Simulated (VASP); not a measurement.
# MoS2 (R3m) in VASP: notebook

MoS2 is run at these levels: LDA, PBE+D3(BJ), PBEsol; tasks: relaxation of cell and atoms.

All numbers are computed with VASP 6.6.1; they aren't measurements. Logs are shortened: lines on timing, memory, paths and dates and some standing lists are left out, and cuts for length are marked.

## Step 1: The cell of the first run

The structure is trigonal, space group R3m (No. 160). Conventional cell: a = 3.184 Å, b = 3.184 Å, c = 19.446 Å, α = 90.00°, β = 90.00°, γ = 120.00°. Mo (site symmetry 3m) has 6 S at 2.41 Å and 6 Mo at 3.18 Å within 3.2 Å. Within 3.2 Å of S (site symmetry 3m) lie 3 Mo at 2.41 Å and 7 S at 3.10 to 3.18 Å. Within 3.2 Å of S (site symmetry 3m) lie 3 Mo at 2.41 Å and 7 S at 3.10 to 3.18 Å.

## Step 2: Relaxation of cell and atoms, LDA

Contents of INCAR:

```
PREC = Accurate
ENCUT = 600
EDIFF = 1E-7
ISMEAR = 0
SIGMA = 0.02
LREAL = F
LASPH = T
NELM = 80
ALGO = Normal
ISIF = 3
LWAVE = F
LCHARG = F
IBRION = 2
NSW = 90
EDIFFG = -0.005
```

Contents of KPOINTS:

```
regular mesh
0
Gamma
  12 12 12
```

Contents of POSCAR:

```
MoS2
1.0
    1.5921519200      0.9192293400      6.4820983800
   -1.5921519200      0.9192293400      6.4820983800
    0.0000000000     -1.8384586700      6.4820983800
Mo S
1 2
Direct
    0.0002249600      0.0002249600      0.0002249600
    0.5870697800      0.5870697800      0.5870697800
    0.7467042600      0.7467042600      0.7467042600
```

Potentials or basis: VASP PAW LDA potentials, release 64 (Mo_sv, S).

Run with:

```
cat potpaw_LDA.64/Mo_sv/POTCAR potpaw_LDA.64/S/POTCAR > POTCAR
mpirun -np 1 vasp_std > vasp.out
```

OUTCAR:

```text
PREC = Accurate
   ENCUT = 600
   EDIFF = 1E-7
   ISMEAR = 0
   LREAL = F
   LASPH = T
   NELM = 80
   ISIF = 3
   IBRION = 2
   NSW = 90
   EDIFFG = -0.005

 ion  position               nearest neighbor table
   1  0.000  0.000  0.000-   3 2.41   3 2.41   3 2.41   2 2.41   2 2.41   2 2.41
   2  0.587  0.587  0.587-   1 2.41   1 2.41   1 2.41
   3  0.747  0.747  0.747-   1 2.41   1 2.41   1 2.41

  LATTYP: Found a trigonal (rhomboedric) cell.
 ALAT       =     6.7377688981
 COS(alpha) =     0.8883222175

  Lattice vectors:

 A1 = (   1.5921519200,   0.9192293400,   6.4820983800)
 A2 = (  -1.5921519200,   0.9192293400,   6.4820983800)
 A3 = (   0.0000000000,  -1.8384586700,   6.4820983800)

Analysis of symmetry for initial positions (statically):
=====================================================================
 Subroutine PRICEL returns:
 Original cell was already a primitive cell.

 Routine SETGRP: Setting up the symmetry group for a
 trigonal (rhombohedral) supercell.

 Subroutine GETGRP returns: Found  6 space group operations
 (whereof  6 operations were pure point group operations)
 out of a pool of 12 trial point group operations.

The static configuration has the point symmetry C_3v.

Analysis of symmetry for dynamics (positions and initial velocities):
=====================================================================
 Subroutine PRICEL returns:
 Original cell was already a primitive cell.

 Routine SETGRP: Setting up the symmetry group for a
 trigonal (rhombohedral) supercell.

 Subroutine GETGRP returns: Found  6 space group operations
 (whereof  6 operations were pure point group operations)
 out of a pool of 12 trial point group operations.

The dynamic configuration has the point symmetry C_3v.

 Subroutine INISYM returns: Found  6 space group operations
 (whereof  6 operations are pure point group operations),
 and found     1 'primitive' translations

----------------------------------------------------------------------------------------

                                     Primitive cell

  volume of cell :      56.9214

  direct lattice vectors                    reciprocal lattice vectors
     1.592151920  0.919229340  6.482098380     0.314040384  0.181311301  0.051423677
    -1.592151920  0.919229340  6.482098380    -0.314040384  0.181311301  0.051423677
     0.000000000 -1.838458670  6.482098380     0.000000000 -0.362622601  0.051423677

  length of vectors
     6.737768898  6.737768898  6.737768896     0.366250659  0.366250659  0.366250660

  position of ions in fractional coordinates (direct lattice)
     0.000224960  0.000224960  0.000224960
     0.587069780  0.587069780  0.587069780
     0.746704260  0.746704260  0.746704260

  ion indices of the primitive-cell ions
   primitive index   ion index
                 1           1
                 2           2
                 3           3

----------------------------------------------------------------------------------------

 KPOINTS: regular mesh

Automatic generation of k-mesh.
 Grid dimensions read from file:
 generate k-points for:   12   12   12

 Generating k-lattice:

  Cartesian coordinates                     Fractional coordinates (reciprocal lattice)
     0.026170032  0.015109275  0.004285306     0.083333333 -0.000000000 -0.000000000
    -0.026170032  0.015109275  0.004285306    -0.000000000  0.083333333 -0.000000000
     0.000000000 -0.030218550  0.004285306    -0.000000000 -0.000000000  0.083333333

  Length of vectors
     0.030520888  0.030520888  0.030520888

  Shift w.r.t. Gamma in fractional coordinates (k-lattice)
     0.000000000  0.000000000  0.000000000

 Subroutine IBZKPT returns following result:
 ===========================================

 Found    189 irreducible k-points:

 Following reciprocal coordinates:
            Coordinates               Weight
  0.000000  0.000000  0.000000      1.000000
  0.083333 -0.000000 -0.000000      6.000000
  0.166667  0.000000  0.000000      6.000000
  0.250000  0.000000  0.000000      6.000000
  0.333333  0.000000 -0.000000      6.000000
  0.416667  0.000000  0.000000      6.000000
[... 16 lines left out ...]
  0.500000  0.166667  0.000000     12.000000
 -0.416667  0.166667 -0.000000     12.000000
 [... further k-points ...]
   k-points           NKPTS =    189   k-points in BZ     NKDIM =    189   number of bands    NBANDS=     17
   number of dos      NEDOS =    301   number of ions     NIONS =      3
   total plane-waves  NPLWV = 157464
   dimension x,y,z NGX =    54 NGY =   54 NGZ =   54
   dimension x,y,z NGXF=   108 NGYF=  108 NGZF=  108
   ions per type =               1   2
   NGX,Y,Z   is equivalent  to a cutoff of  13.32, 13.32, 13.32 a.u.
   NGXF,Y,Z  is equivalent  to a cutoff of  26.65, 26.65, 26.65 a.u.
 SYSTEM =  unknown system
   PREC   = accura    normal or accurate (medium, high low for compatibility)
   ISTART =      0    job   : 0-new  1-cont  2-samecut
   ICHARG =      2    charge: 1-file 2-atom 10-const
   ISPIN  =      1    spin polarized calculation?
   LNONCOLLINEAR =      F non collinear calculations
   LSORBIT =      F    spin-orbit coupling
   LASPH  =      T    aspherical Exc in radial PAW
   ENCUT  =  600.0 eV  44.10 Ry    6.64 a.u.  13.46 13.46 13.46*2*pi/ulx,y,z
   NELM   =     80;   NELMIN=  2; NELMDL= -5     # of ELM steps
   EDIFF  = 0.1E-06   stopping-criterion for ELM
   LREAL  =      F    real-space projection
   EDIFFG = -.5E-02   stopping-criterion for IOM
   NSW    =     90    number of steps for IOM
   IBRION =      2    ionic relax: 0-MD 1-quasi-New 2-CG
   NFREE  =      1    steps in history (QN), initial steepest desc. (CG)
   ISIF   =      3    stress and relaxation
   ISYM   =      2    0-nonsym 1-usesym 2-fastsym
   POTIM  = 0.5000    time-step for ionic-motion
   TEBEG  =    0.0;   TEEND  =   0.0 temperature during run
   PSTRESS=    0.0 pullay stress
   NELECT =      26.0000    total number of electrons
   NUPDOWN=      -1.0000    fix difference up-down
   EMIN   =  10.00;   EMAX   =-10.00  energy-range for DOS
   EFERMI =   0.00;   METHOD = LEGACY
   ISMEAR =     0;   SIGMA  =   0.02  broadening in eV -4-tet -1-fermi 0-gaus
   EFERMI_NEDOS =   21; number of points for ismear=-14 and -15
   IALGO  =     38    algorithm
   IMIX   =      4    mixing-type and parameters
     AMIX     =   0.40;   BMIX     =  1.00
     AMIX_MAG =   1.60;   BMIX_MAG =  1.00
  volume/ion in A,a.u.               =      18.97       128.04
  Fermi-wavevector in a.u.,A,eV,Ry     =   1.260785  2.382537 21.627516  1.589578
  Thomas-Fermi vector in A             =   2.394277
   LORBIT       =      0    0 simple, 1 ext, 2 COOP (PROOUT), +10 PAW based schemes
   GGA     = CA    functional components
   LHFCALC =     F    Hartree Fock is set to
   AEXX    =    0.0000 exact exchange contribution
   IVDW    =     0    specifies the selected vdW correction
   LEPSILON=     F    determine dielectric tensor
   LRPA    =     F    only Hartree local field effects (RPA)
 conjugate gradient relaxation of ions
 non-spin polarized calculation
 Gauss-broadening in eV      SIGMA  =   0.02
  energy-cutoff  :      600.00
  volume of cell :       56.92
 maximum number of plane-waves:      1927
 NGX is ok and might be reduce to    54
   NGX = 27   NGY = 27   NGZ = 27

--------------------------------------- Ionic step        1  -------------------------------------------

 number of electron      26.0000000 magnetization

 Free energy of the ion-electron system (eV)
  ---------------------------------------------------
  ext. energy  EPLUGINS =         0.00000000
  ---------------------------------------------------
  free energy    TOTEN  =       -24.40861423 eV

  energy without entropy =      -24.40861423  energy(sigma->0) =      -24.40861423

------------------------ aborting loop because EDIFF is reached ----------------------------------------

  FORCE on cell =-STRESS in cart. coord.  units (eV):
  Direction    XX          YY          ZZ          XY          YZ          ZX
  --------------------------------------------------------------------------------------
  -------------------------------------------------------------------------------------
  Total       -2.1990269     -2.1990268     -1.5306349      0.0000000     -0.0000000      0.0000000
  in kB      -61.8964679    -61.8964675    -43.0830989      0.0000000     -0.0000000      0.0000000
  external PRESSURE =     -55.6253447 kB  Pullay stress =       0.0000000 kB
[... 92 lines left out ...]
  FREE ENERGIE OF THE ION-ELECTRON SYSTEM (eV)
  ---------------------------------------------------
  free  energy   TOTEN  =       -24.4465213972 eV

  energy  without entropy=      -24.4465213972  energy(sigma->0) =      -24.44652140

[... ionic steps 4 to 11 ...]

--------------------------------------- Ionic step       12  -------------------------------------------

 number of electron      26.0000000 magnetization

------------------------ aborting loop because EDIFF is reached ----------------------------------------

  FORCE on cell =-STRESS in cart. coord.  units (eV):
  Direction    XX          YY          ZZ          XY          YZ          ZX
  --------------------------------------------------------------------------------------
  -------------------------------------------------------------------------------------
  Total       -0.0042140     -0.0042140      0.1215834      0.0000000      0.0000000     -0.0000000
  in kB       -0.1328342     -0.1328342      3.8325800      0.0000000      0.0000000     -0.0000000
  external PRESSURE =       1.1889705 kB  Pullay stress =       0.0000000 kB
[... 59 lines left out ...]
  energy  without entropy=      -24.4787721569  energy(sigma->0) =      -24.47877216

--------------------------------------- Ionic step       14  -------------------------------------------

 number of electron      26.0000000 magnetization

 Free energy of the ion-electron system (eV)
  ---------------------------------------------------
  ext. energy  EPLUGINS =         0.00000000
  ---------------------------------------------------
  free energy    TOTEN  =       -24.48009006 eV

  energy without entropy =      -24.48009006  energy(sigma->0) =      -24.48009006

 E-fermi :   8.3726     XC(G=0): -11.4089

 val. band max:        8.1847752338   @ k =   0.5000   0.5000   0.5000
 cond. band min:       8.9354332633   @ k =  -0.1667   0.1667   0.0000
 fundamental gap:      0.7506580295
 Fermi energy:         8.3726011564

 k-point     1 :       0.0000    0.0000    0.0000
  band No.  band energies     occupation
      1     -53.0607      2.00000
      2     -27.4544      2.00000
      3     -27.1655      2.00000
      4     -27.1655      2.00000
      5      -7.0967      2.00000
      6      -5.2242      2.00000
[... 9 lines left out ...]
     16      10.6444      0.00000
     17      10.6444      0.00000
[... 443 lines left out ...]
      1     -53.0085      2.00000
      2     -27.5866      2.00000
      3     -27.3545      2.00000
      4     -27.3434      2.00000
      5      -4.7460      2.00000
      6      -4.5774      2.00000
[... 9 lines left out ...]
     16      10.7550      0.00000
     17      12.1443      0.00000

 [... further k-points ...]
[... 5 lines left out ...]
  --------------------------------------------------------------------------------------
  -------------------------------------------------------------------------------------
  Total        0.0144095      0.0144095      0.0029468      0.0000000      0.0000000      0.0000000
  in kB        0.4546652      0.4546652      0.0929805      0.0000000      0.0000000      0.0000000
  external PRESSURE =       0.3341037 kB  Pullay stress =       0.0000000 kB
[... 18 lines left out ...]
  FREE ENERGIE OF THE ION-ELECTRON SYSTEM (eV)
  ---------------------------------------------------
  free  energy   TOTEN  =       -24.4800900645 eV

  energy  without entropy=      -24.4800900645  energy(sigma->0) =      -24.48009006

 reached required accuracy - stopping structural energy minimisation
```

It took 73 min on 1 thread of Intel Xeon Platinum 8488C (Sapphire Rapids), shared host; peak memory 0.49 GiB.

What came out:

| Property | Result |
| --- | --- |
| Free energy | -24.4801 eV |
| Relaxed volume | 16.93 Å³/atom |
| Relaxed cell | a = 6.262 Å, b = 6.262 Å, c = 6.262 Å, α = 28.92°, β = 28.92°, γ = 28.92° |
| Space group after relaxing (to 0.1 Å) | R3m (No. 160) |
| Energy gained by relaxing | 23.8 meV/atom |
| Ionic steps | 14 |
| Pressure after relaxing | 0.0 GPa |
| Largest force after relaxing | 0.005 eV/Å |
| Band gap on the k mesh | 0.75 eV (least direct gap 1.84 eV) |

Forces on the atoms (eV/Å):
```
Mo   0.000  0.000  0.001
S    0.000  0.000 -0.005
S    0.000  0.000  0.004
```

Step by step:
| step | energy change (eV) | largest force (eV/Å) | pressure (GPa) | volume (Å³) |
| --- | --- | --- | --- | --- |
| 1 | 0.0000 | 0.3058 | -5.56 | 56.92 |
| 2 | 0.0895 | 1.6575 | 11.86 | 51.66 |
| 3 | -0.0379 | 0.3246 | -0.23 | 54.99 |
| 4 | -0.0379 | 0.3382 | -0.12 | 54.95 |
| 5 | -0.0455 | 0.0781 | -0.12 | 54.44 |
| 6 | -0.0455 | 0.0872 | -0.13 | 54.46 |
| 7 | -0.0472 | 0.0808 | -0.18 | 54.31 |
| 8 | -0.0522 | 0.0647 | -0.33 | 53.85 |
| 9 | -0.0611 | 0.0384 | -0.52 | 52.94 |
| 10 | -0.0710 | 0.0012 | -0.51 | 51.09 |
| 11 | -0.0615 | 0.2575 | 3.33 | 49.53 |
| 12 | -0.0714 | 0.0457 | 0.12 | 50.83 |
| 13 | -0.0702 | 0.1288 | -0.23 | 50.61 |
| 14 | -0.0715 | 0.0047 | 0.03 | 50.78 |

Final structure:
```xyz
3
Lattice="1.5636 0.9027 5.9958 -1.5636 0.9027 5.9958 0.0000 -1.8054 5.9958" Properties=species:S:1:pos:R:3 pbc="T T T"
Mo    0.0000    0.0000    0.0044
S     0.0000    0.0000   10.4431
S     0.0000    0.0000   13.5477
```

## Step 3: Relaxation of cell and atoms, PBE+D3(BJ)

INCAR: that of step 2 with these lines changed.

```diff
@@ -12,2 +12,4 @@
 LCHARG = F
+GGA = PE
+IVDW = 12
 IBRION = 2
```

KPOINTS is that of step 2.

POSCAR is that of step 2.

Potentials or basis: VASP PAW PBE potentials, release 64 (Mo_sv, S).

Run with:

```
cat potpaw_PBE.64/Mo_sv/POTCAR potpaw_PBE.64/S/POTCAR > POTCAR
mpirun -np 1 vasp_std > vasp.out
```

Run time: 1.6 h. Hardware: 1 thread of Intel Xeon Platinum 8488C (Sapphire Rapids), shared host; peak memory 0.61 GiB.

The run converged. Its results:

- Free energy: -23.0889 eV
- Relaxed volume: 17.20 Å³/atom
- Relaxed cell: a = 6.263 Å, b = 6.263 Å, c = 6.263 Å, α = 29.16°, β = 29.16°, γ = 29.16°
- Space group after relaxing (to 0.1 Å): R3m (No. 160)
- Energy gained by relaxing: 17.4 meV/atom
- Ionic steps: 15
- Pressure after relaxing: 0.0 GPa
- Largest force after relaxing: 0.004 eV/Å
- Band gap on the k mesh: 0.80 eV (least direct gap 1.77 eV)
- Dispersion energy per atom: -0.441 eV

Forces on the atoms (eV/Å):
```
Mo   0.000  0.000 -0.001
S    0.000  0.000  0.004
S    0.000  0.000 -0.003
```

Step by step:
```csv
step,energy change (eV),largest force (eV/Å),pressure (GPa),volume (Å³)
1,0.0000,0.1389,-2.18,56.92
2,-0.0047,0.5260,2.53,54.82
3,-0.0101,0.3581,0.46,55.69
4,-0.0157,0.0317,-0.36,55.31
5,-0.0158,0.0688,-0.27,55.35
6,-0.0215,0.0688,-0.25,54.96
7,-0.0366,0.0763,-0.08,53.79
8,-0.0515,0.1083,0.82,51.44
9,-0.0269,0.6372,-4.37,52.17
10,-0.0522,0.0066,0.05,51.54
11,-0.0522,0.0086,0.04,51.55
12,-0.0522,0.0176,0.01,51.59
13,-0.0522,0.0063,0.02,51.57
14,-0.0522,0.0118,-0.08,51.62
15,-0.0522,0.0039,-0.01,51.59
```

Final structure:
```
Mo S
1.0
     1.57637    0.91012    5.99275
    -1.57637    0.91012    5.99275
     0.00000   -1.82024    5.99275
Mo S
1 2
Cartesian
  0.0000 0.0000 0.0045
  0.0000 0.0000 10.4263
  0.0000 0.0000 13.5522
```

Levels at points of the mesh, in eV from the valence-band top:
| k point | band 9 | band 10 | band 11 | band 12 | band 13 | band 14 | band 15 | band 16 | band 17 |
| --- | --- | --- | --- | --- | --- | --- | --- | --- | --- |
| (0.00, 0.00, 0.00) | -3.38 | -2.29 | -2.29 | -1.35 | -1.09 | 1.95 | 1.95 | 2.37 | 2.37 |
| (0.50, 0.00, 0.00) | -5.11 | -4.04 | -2.42 | -1.60 | -1.56 | 1.60 | 1.96 | 3.28 | 3.47 |
| (0.50, 0.50, 0.00) | -4.76 | -3.93 | -3.11 | -1.88 | -1.37 | 1.53 | 2.12 | 2.93 | 3.86 |
| (0.50, 0.50, 0.50) | -3.41 | -3.41 | -2.25 | -2.25 | 0.00 | 2.09 | 2.09 | 2.18 | 2.18 |

(Continued in part 2 of 2.)
